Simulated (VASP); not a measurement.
# MgO2 (R-3m) in VASP: further runs

MgO2 is run at these levels: r2SCAN; tasks: relaxation of shape and atoms at fixed volume, single point.

Program: VASP 6.6.1. These are calculated values, not measurements. Logs are shortened: lines on timing, memory, paths and dates and some standing lists are left out, and cuts for length are marked.

## Step 1: The cell of the first run

The structure is trigonal, space group R-3m (No. 166). The conventional cell has a = 3.005 Å, b = 3.005 Å, c = 10.085 Å, α = 90.00°, β = 90.00°, γ = 120.00°. Within 2.6 Å of Mg (site symmetry -3m) lie 6 O at 1.99 Å. O (site symmetry 3m) has 1 O at 1.43 Å within 1.9 Å.

## Step 2: Relaxation of shape and atoms at fixed volume, r2SCAN (8.76 Å³/atom)

Input file POSCAR:

```
MgO2
1.0
    1.5026950565      0.8675813954      3.3615501374
   -1.5026950565      0.8675813954      3.3615501374
    0.0000000000     -1.7351627908      3.3615501374
Mg O
1 2
Direct
    0.0000000000      0.0000000000      0.0000000000
    0.4292068049      0.4292068049      0.4292068049
    0.5707931951      0.5707931951      0.5707931951
```

Input file INCAR.step1:

```
PREC = Accurate
ENCUT = 600
ISMEAR = 0
SIGMA = 0.02
LREAL = F
LASPH = T
NELM = 100
GGA = PE
ALGO = Normal
EDIFF = 1E-4
LWAVE = T
LCHARG = F
```

Input file INCAR.step2:

```
PREC = Accurate
ENCUT = 600
EDIFF = 1E-7
ISMEAR = 0
SIGMA = 0.02
LREAL = F
LASPH = T
NELM = 100
ALGO = Normal
ISIF = 4
LWAVE = F
LCHARG = F
METAGGA = R2SCAN
LMIXTAU = T
IBRION = 2
NSW = 50
EDIFFG = -0.01
ISTART = 1
```

Input file KPOINTS:

```
regular mesh
0
Gamma
  12 12 12
```

Potentials or basis: VASP PAW PBE potentials, release 64 (Mg, O).

Started as:

```
$ cat potpaw_PBE.64/Mg/POTCAR potpaw_PBE.64/O/POTCAR > POTCAR
$ cp INCAR.step1 INCAR
$ mpirun -np 1 vasp_std > vasp.out
$ cp INCAR.step2 INCAR
$ mpirun -np 1 vasp_std > vasp.out
```

OUTCAR:

```text
PREC = Accurate
   ENCUT = 600
   EDIFF = 1E-7
   ISMEAR = 0
   LREAL = F
   LASPH = T
   NELM = 100
   ISIF = 4
   METAGGA = R2SCAN
   IBRION = 2
   NSW = 50
   EDIFFG = -0.01
   ISTART = 1

 ion  position               nearest neighbor table
   1  0.000  0.000  0.000-   3 1.99   3 1.99   2 1.99   2 1.99   3 1.99   2 1.99
   2  0.429  0.429  0.429-   3 1.43   1 1.99   1 1.99   1 1.99
   3  0.571  0.571  0.571-   2 1.43   1 1.99   1 1.99   1 1.99

  LATTYP: Found a trigonal (rhomboedric) cell.
 ALAT       =     3.7829630234
 COS(alpha) =     0.6844214194

  Lattice vectors:

 A1 = (   1.5026950565,   0.8675813954,   3.3615501374)
 A2 = (  -1.5026950565,   0.8675813954,   3.3615501374)
 A3 = (   0.0000000000,  -1.7351627908,   3.3615501374)

Analysis of symmetry for initial positions (statically):
=====================================================================
 Subroutine PRICEL returns:
 Original cell was already a primitive cell.

 Routine SETGRP: Setting up the symmetry group for a
 trigonal (rhombohedral) supercell.

 Subroutine GETGRP returns: Found 12 space group operations
 (whereof 12 operations were pure point group operations)
 out of a pool of 12 trial point group operations.

The static configuration has the point symmetry D_3d.

Analysis of symmetry for dynamics (positions and initial velocities):
=====================================================================
 Subroutine PRICEL returns:
 Original cell was already a primitive cell.

 Routine SETGRP: Setting up the symmetry group for a
 trigonal (rhombohedral) supercell.

 Subroutine GETGRP returns: Found 12 space group operations
 (whereof 12 operations were pure point group operations)
 out of a pool of 12 trial point group operations.

The dynamic configuration has the point symmetry D_3d.

 Subroutine INISYM returns: Found 12 space group operations
 (whereof 12 operations are pure point group operations),
 and found     1 'primitive' translations

----------------------------------------------------------------------------------------

                                     Primitive cell

  volume of cell :      26.2949

  direct lattice vectors                    reciprocal lattice vectors
     1.502695056  0.867581395  3.361550137     0.332735506  0.192104934  0.099160601
    -1.502695056  0.867581395  3.361550137    -0.332735506  0.192104934  0.099160601
     0.000000000 -1.735162791  3.361550137     0.000000000 -0.384209868  0.099160601

  length of vectors
     3.782963023  3.782963023  3.782963023     0.396799757  0.396799757  0.396799757

  position of ions in fractional coordinates (direct lattice)
     0.000000000  0.000000000  0.000000000
     0.429206805  0.429206805  0.429206805
     0.570793195  0.570793195  0.570793195

  ion indices of the primitive-cell ions
   primitive index   ion index
                 1           1
                 2           2
                 3           3

----------------------------------------------------------------------------------------

 KPOINTS: regular mesh

Automatic generation of k-mesh.
 Grid dimensions read from file:
 generate k-points for:   12   12   12

 Generating k-lattice:

  Cartesian coordinates                     Fractional coordinates (reciprocal lattice)
     0.027727959  0.016008744  0.008263383     0.083333333 -0.000000000  0.000000000
    -0.027727959  0.016008744  0.008263383    -0.000000000  0.083333333  0.000000000
     0.000000000 -0.032017489  0.008263383     0.000000000  0.000000000  0.083333333

  Length of vectors
     0.033066646  0.033066646  0.033066646

  Shift w.r.t. Gamma in fractional coordinates (k-lattice)
     0.000000000  0.000000000  0.000000000

 Subroutine IBZKPT returns following result:
 ===========================================

 Found    189 irreducible k-points:

 Following reciprocal coordinates:
            Coordinates               Weight
  0.000000  0.000000  0.000000      1.000000
  0.083333  0.000000 -0.000000      6.000000
  0.166667 -0.000000  0.000000      6.000000
  0.250000  0.000000  0.000000      6.000000
  0.333333  0.000000  0.000000      6.000000
  0.416667  0.000000 -0.000000      6.000000
[... 16 lines left out ...]
  0.500000  0.166667  0.000000     12.000000
 -0.416667  0.166667  0.000000     12.000000
 [... further k-points ...]
   k-points           NKPTS =    189   k-points in BZ     NKDIM =    189   number of bands    NBANDS=     11
   number of dos      NEDOS =    301   number of ions     NIONS =      3
   total plane-waves  NPLWV =  27000
   dimension x,y,z NGX =    30 NGY =   30 NGZ =   30
   dimension x,y,z NGXF=    60 NGYF=   60 NGZF=   60
   ions per type =               1   2
   NGX,Y,Z   is equivalent  to a cutoff of  13.18, 13.18, 13.18 a.u.
   NGXF,Y,Z  is equivalent  to a cutoff of  26.37, 26.37, 26.37 a.u.
 SYSTEM =  unknown system
   PREC   = accura    normal or accurate (medium, high low for compatibility)
   ISTART =      1    job   : 0-new  1-cont  2-samecut
   ICHARG =      0    charge: 1-file 2-atom 10-const
   ISPIN  =      1    spin polarized calculation?
   LNONCOLLINEAR =      F non collinear calculations
   LSORBIT =      F    spin-orbit coupling
   LASPH  =      T    aspherical Exc in radial PAW
   ENCUT  =  600.0 eV  44.10 Ry    6.64 a.u.   7.56  7.56  7.56*2*pi/ulx,y,z
   NELM   =    100;   NELMIN=  2; NELMDL=  0     # of ELM steps
   EDIFF  = 0.1E-06   stopping-criterion for ELM
   LREAL  =      F    real-space projection
   EDIFFG = -.1E-01   stopping-criterion for IOM
   NSW    =     50    number of steps for IOM
   IBRION =      2    ionic relax: 0-MD 1-quasi-New 2-CG
   NFREE  =      1    steps in history (QN), initial steepest desc. (CG)
   ISIF   =      4    stress and relaxation
   ISYM   =      2    0-nonsym 1-usesym 2-fastsym
   POTIM  = 0.5000    time-step for ionic-motion
   TEBEG  =    0.0;   TEEND  =   0.0 temperature during run
   PSTRESS=    0.0 pullay stress
   NELECT =      14.0000    total number of electrons
   NUPDOWN=      -1.0000    fix difference up-down
   EMIN   =  10.00;   EMAX   =-10.00  energy-range for DOS
   EFERMI =   0.00;   METHOD = LEGACY
   ISMEAR =     0;   SIGMA  =   0.02  broadening in eV -4-tet -1-fermi 0-gaus
   EFERMI_NEDOS =   21; number of points for ismear=-14 and -15
   IALGO  =     38    algorithm
   IMIX   =      4    mixing-type and parameters
     AMIX     =   0.40;   BMIX     =  1.00
     AMIX_MAG =   1.60;   BMIX_MAG =  1.00
  volume/ion in A,a.u.               =       8.76        59.15
  Fermi-wavevector in a.u.,A,eV,Ry     =   1.326865  2.507412 23.954033  1.760572
  Thomas-Fermi vector in A             =   2.456220
   LORBIT       =      0    0 simple, 1 ext, 2 COOP (PROOUT), +10 PAW based schemes
   METAGGA = R2SCAN    functional components
   LHFCALC =     F    Hartree Fock is set to
   AEXX    =    0.0000 exact exchange contribution
   IVDW    =     0    specifies the selected vdW correction
   LEPSILON=     F    determine dielectric tensor
   LRPA    =     F    only Hartree local field effects (RPA)
 conjugate gradient relaxation of ions
 non-spin polarized calculation
 Gauss-broadening in eV      SIGMA  =   0.02
  energy-cutoff  :      600.00
  volume of cell :       26.29
 maximum number of plane-waves:       894
   NGX = 15   NGY = 15   NGZ = 15

--------------------------------------- Ionic step        1  -------------------------------------------

 number of electron      14.0000001 magnetization

 Free energy of the ion-electron system (eV)
  ---------------------------------------------------
  ext. energy  EPLUGINS =         0.00000000
  ---------------------------------------------------
  free energy    TOTEN  =       -21.35905332 eV

  energy without entropy =      -21.35905332  energy(sigma->0) =      -21.35905332

------------------------ aborting loop because EDIFF is reached ----------------------------------------

  FORCE on cell =-STRESS in cart. coord.  units (eV):
  Direction    XX          YY          ZZ          XY          YZ          ZX
  --------------------------------------------------------------------------------------
  -------------------------------------------------------------------------------------
  Total        3.3162493      3.3162493      4.4579351      0.0000000     -0.0000000      0.0000000
  in kB      202.0625469    202.0625469    271.6266574      0.0000000     -0.0000000      0.0000000
  external PRESSURE =     225.2505838 kB  Pullay stress =       0.0000000 kB
[... 170 lines left out ...]
  energy  without entropy=      -21.3638172594  energy(sigma->0) =      -21.36381726

--------------------------------------- Ionic step        6  -------------------------------------------

 number of electron      14.0000001 magnetization

 Free energy of the ion-electron system (eV)
  ---------------------------------------------------
  ext. energy  EPLUGINS =         0.00000000
  ---------------------------------------------------
  free energy    TOTEN  =       -21.36388873 eV

  energy without entropy =      -21.36388873  energy(sigma->0) =      -21.36388873

 E-fermi :   3.7996     XC(G=0): -11.6569

 val. band max:        3.6721870697   @ k =   0.5000   0.5000   0.5000
 cond. band min:       7.1165650402   @ k =   0.5000   0.5000   0.5000
 fundamental gap:      3.4443779705
 Fermi energy:         3.7996277443

 k-point     1 :       0.0000    0.0000    0.0000
  band No.  band energies     occupation
      1     -19.8515      2.00000
      2     -11.9918      2.00000
      3      -4.9989      2.00000
      4      -0.1309      2.00000
      5      -0.1309      2.00000
      6       2.6523      2.00000
      7       2.6523      2.00000
      8       9.7936      0.00000
      9      10.0426      0.00000
     10      18.1644      0.00000
     11      20.1151      0.00000
[... 309 lines left out ...]
 k-point    24 :      -0.4167    0.1667    0.0000
  band No.  band energies     occupation
      1     -19.0738      2.00000
      2     -12.4083      2.00000
      3      -3.8512      2.00000
      4      -2.9612      2.00000
      5      -1.1329      2.00000
      6       1.9125      2.00000
      7       2.1281      2.00000
      8       9.0075      0.00000
      9      14.9581      0.00000
     10      16.5527      0.00000
     11      19.0652      0.00000

 [... further k-points ...]

------------------------ aborting loop because EDIFF is reached ----------------------------------------

  FORCE on cell =-STRESS in cart. coord.  units (eV):
  Direction    XX          YY          ZZ          XY          YZ          ZX
  --------------------------------------------------------------------------------------
  -------------------------------------------------------------------------------------
  Total        3.5527920      3.5527920      3.5397850      0.0000000      0.0000000      0.0000000
  in kB      216.4753401    216.4753401    215.6828117      0.0000000      0.0000000      0.0000000
  external PRESSURE =     216.2111640 kB  Pullay stress =       0.0000000 kB
[... 18 lines left out ...]
  FREE ENERGIE OF THE ION-ELECTRON SYSTEM (eV)
  ---------------------------------------------------
  free  energy   TOTEN  =       -21.3638887266 eV

  energy  without entropy=      -21.3638887266  energy(sigma->0) =      -21.36388873

 reached required accuracy - stopping structural energy minimisation
```

Run time: 11 min. Hardware: 1 thread of Intel Xeon 6975P-C (Granite Rapids), shared host; peak memory 0.23 GiB.

Results:

* Free energy: -21.3639 eV
* Energy gained by relaxing: 1.6 meV/atom
* Ionic steps: 6
* Pressure after relaxing: 21.6 GPa
* Band gap on the k mesh: 3.44 eV

Forces on the atoms (eV/Å):
```
Mg   0.000  0.000  0.000
O    0.000  0.000  0.003
O    0.000  0.000 -0.003
```

Stress tensor (GPa, compression positive):
```
21.65  0.00  0.00
 0.00 21.65  0.00
 0.00  0.00 21.57
```

The path:
| step | energy change (eV) | largest force (eV/Å) | pressure (GPa) | volume (Å³) |
| --- | --- | --- | --- | --- |
| 1 | 0.0000 | 0.4912 | 22.53 | 26.29 |
| 2 | 0.0372 | 1.5501 | 20.39 | 26.29 |
| 3 | -0.0043 | 0.0665 | 21.85 | 26.29 |
| 4 | -0.0043 | 0.0548 | 21.86 | 26.29 |
| 5 | -0.0048 | 0.0233 | 21.72 | 26.29 |
| 6 | -0.0048 | 0.0028 | 21.62 | 26.29 |

Final structure:
```yaml
crystal:
  lattice:
    - [1.49799, 0.86486, 3.38272]
    - [-1.49799, 0.86486, 3.38272]
    - [0.00000, -1.72972, 3.38272]
  atoms:
    - { symbol: Mg, position: [0.00000, 0.00000, 0.00000] }
    - { symbol: O, position: [0.42894, 0.42894, 0.42894] }
    - { symbol: O, position: [0.57106, 0.57106, 0.57106] }
```

Levels at points of the mesh, in eV from the valence-band top:
```tsv
k point	band 5	band 6	band 7	band 8	band 9	band 10
(0.00, 0.00, 0.00)	-3.80	-1.02	-1.02	6.12	6.37	14.49
(0.50, 0.00, 0.00)	-4.31	-1.52	-1.48	5.32	10.38	13.15
(0.50, 0.50, 0.00)	-5.00	-2.58	-0.30	4.69	9.28	13.53
(0.50, 0.50, 0.50)	-4.45	0.00	0.00	3.44	6.30	12.20
```

Caveat: the PAW data sets were made with another functional, which shifts forces and pressure a little. A k mesh can miss the band edges.

## Step 3: Single point, r2SCAN

This run uses another cell than the first one, of 10.39 Å³/atom.

Input file POSCAR:

```
MgO2
1.0
    1.6047610160      0.9265092046      3.4939788749
   -1.6047610160      0.9265092046      3.4939788749
    0.0000000000     -1.8530184092      3.4939788749
Mg O
1 2
Direct
    0.0000000000      0.0000000000      0.0000000000
    0.4287860000      0.4287860000      0.4287860000
    0.5712140000      0.5712140000      0.5712140000
```

Input file INCAR.step1:

```
PREC = Accurate ; ENCUT = 750
ISMEAR = 0 ; SIGMA = 0.1
LREAL = False ; LASPH = True
NELM = 120 ; NBANDS = 18
GGA = PE ; ALGO = Normal
EDIFF = 1E-5 ; LWAVE = True
LCHARG = False ; GGA_COMPAT = False
```

Input file INCAR.step2:

```
PREC = Accurate ; ENCUT = 750
EDIFF = 1E-6 ; ISMEAR = 0
SIGMA = 0.1 ; LREAL = False
LASPH = True ; NELM = 120
ALGO = Normal ; ISIF = 2
LWAVE = False ; LCHARG = False
METAGGA = R2SCAN ; LMIXTAU = True
NBANDS = 18 ; ISTART = 1
GGA_COMPAT = False
```

Input file KPOINTS:

```
Automatic mesh
0
Gamma
  6 6 6
```

Potentials or basis: VASP PAW PBE potentials, release 64 (Mg_sv, O).

Started as:

```
$ cat potpaw_PBE.64/Mg_sv/POTCAR potpaw_PBE.64/O/POTCAR > POTCAR
$ cp INCAR.step1 INCAR
$ mpirun -np 1 vasp_std > vasp.out
$ cp INCAR.step2 INCAR
$ mpirun -np 1 vasp_std > vasp.out
```

OUTCAR:

```text
PREC = Accurate
   ENCUT = 750
   EDIFF = 1E-6
   ISMEAR = 0
   LREAL = False
   LASPH = True
   NELM = 120
   ISIF = 2
   METAGGA = R2SCAN
   ISTART = 1

 ion  position               nearest neighbor table
   1  0.000  0.000  0.000-   3 2.11   3 2.11   2 2.11   2 2.11   3 2.11   2 2.11
   2  0.429  0.429  0.429-   3 1.49   1 2.11   1 2.11   1 2.11
   3  0.571  0.571  0.571-   2 1.49   1 2.11   1 2.11   1 2.11

  LATTYP: Found a trigonal (rhomboedric) cell.
 ALAT       =     3.9549419216
 COS(alpha) =     0.6707160928

  Lattice vectors:

 A1 = (   1.6047610160,   0.9265092046,   3.4939788749)
 A2 = (  -1.6047610160,   0.9265092046,   3.4939788749)
 A3 = (   0.0000000000,  -1.8530184092,   3.4939788749)

Analysis of symmetry for initial positions (statically):
=====================================================================
 Subroutine PRICEL returns:
 Original cell was already a primitive cell.

 Routine SETGRP: Setting up the symmetry group for a
 trigonal (rhombohedral) supercell.

[... 165 lines left out ...]

  energy without entropy =      -21.57008891  energy(sigma->0) =      -21.57008891

 E-fermi :   2.4931     XC(G=0): -11.0158

 val. band max:        2.0688052486   @ k =   0.5000   0.5000   0.5000
 cond. band min:       5.0009080425   @ k =   0.5000   0.5000   0.5000
 fundamental gap:      2.9321027939
 Fermi energy:         2.4930749623

 k-point     1 :       0.0000    0.0000    0.0000
  band No.  band energies     occupation
      1     -74.1145      2.00000
      2     -39.2526      2.00000
      3     -39.2196      2.00000
      4     -39.2196      2.00000
      5     -20.1916      2.00000
      6     -13.3543      2.00000
[... 481 lines left out ...]
      5     -19.5710      2.00000
      6     -14.0664      2.00000
[... 10 lines left out ...]
     17      18.7950      0.00000
     18      20.9718      0.00000

 [... further k-points ...]

------------------------ aborting loop because EDIFF is reached ----------------------------------------

  FORCE on cell =-STRESS in cart. coord.  units (eV):
  Direction    XX          YY          ZZ          XY          YZ          ZX
  --------------------------------------------------------------------------------------
  -------------------------------------------------------------------------------------
  Total       -0.9968620     -0.9968620     -1.0315228      0.0000000      0.0000000      0.0000000
  in kB      -51.2405756    -51.2405756    -53.0222028      0.0000000      0.0000000      0.0000000
  external PRESSURE =     -51.8344513 kB  Pullay stress =       0.0000000 kB

 VOLUME and BASIS-vectors are now :
 -----------------------------------------------------------------------------
  energy-cutoff  :      750.00
  volume of cell :       31.17
      direct lattice vectors                 reciprocal lattice vectors
     1.604761016  0.926509205  3.493978875     0.311572873  0.179886682  0.095402218
    -1.604761016  0.926509205  3.493978875    -0.311572873  0.179886682  0.095402218
     0.000000000 -1.853018409  3.493978875     0.000000000 -0.359773364  0.095402218

 POSITION                                       TOTAL-FORCE (eV/Angst)
 -----------------------------------------------------------------------------------
      0.00000      0.00000      0.00000         0.000000      0.000000      0.000000
      0.00000      0.00000      4.49451        -0.000000     -0.000000      0.032353
      0.00000      0.00000      5.98743        -0.000000      0.000000     -0.032353
 -----------------------------------------------------------------------------------
    total drift:                               -0.000000      0.000000      0.000000

  FREE ENERGIE OF THE ION-ELECTRON SYSTEM (eV)
  ---------------------------------------------------
  free  energy   TOTEN  =       -21.5700889120 eV

  energy  without entropy=      -21.5700889120  energy(sigma->0) =      -21.57008891
```

OUTCAR.step1:

```text
PREC = Accurate
   ENCUT = 750
   ISMEAR = 0
   LREAL = False
   LASPH = True
[... 729 lines left out ...]
      0.00000      0.00000      0.00000        -0.000000     -0.000000     -0.000000
      0.00000      0.00000      4.49451         0.000000      0.000000     -0.030781
      0.00000      0.00000      5.98743         0.000000     -0.000000      0.030781
 -----------------------------------------------------------------------------------
    total drift:                               -0.000000     -0.000000      0.000000

  FREE ENERGIE OF THE ION-ELECTRON SYSTEM (eV)
  ---------------------------------------------------
  free  energy   TOTEN  =       -16.3538697805 eV

  energy  without entropy=      -16.3538697805  energy(sigma->0) =      -16.35386978
```

Wall time 58 s (1 thread of Intel Xeon 6975P-C (Granite Rapids), shared host); peak memory 0.22 GiB.

What came out:

```yaml
Free_energy: -21.5701 eV
Pressure: -5.2 GPa
Largest_force: 0.032 eV/Å
Band_gap_on_the_k_mesh: 2.93 eV
```

Forces on the atoms (eV/Å):
```
Mg   0.000  0.000  0.000
O    0.000  0.000  0.032
O    0.000  0.000 -0.032
```

Levels at points of the mesh, in eV from the valence-band top:
```
           k point  band 8  band 9  band 10  band 11  band 12  band 13  band 14  band 15
(0.00, 0.00, 0.00)   -3.42   -3.42    -0.82    -0.82     5.32     5.58    13.17    15.24
(0.50, 0.00, 0.00)   -6.09   -3.75    -1.26    -1.11     4.87     9.44    11.24    13.66
(0.50, 0.50, 0.00)   -5.43   -4.43    -2.11    -0.14     4.19     8.67    11.91    13.56
(0.50, 0.50, 0.50)   -3.95   -3.95     0.00     0.00     2.93     5.72    10.49    15.25
```

Caveat: the cell stands under tension; the PAW data sets were made with another functional, which shifts forces and pressure a little. A k mesh can miss the band edges.
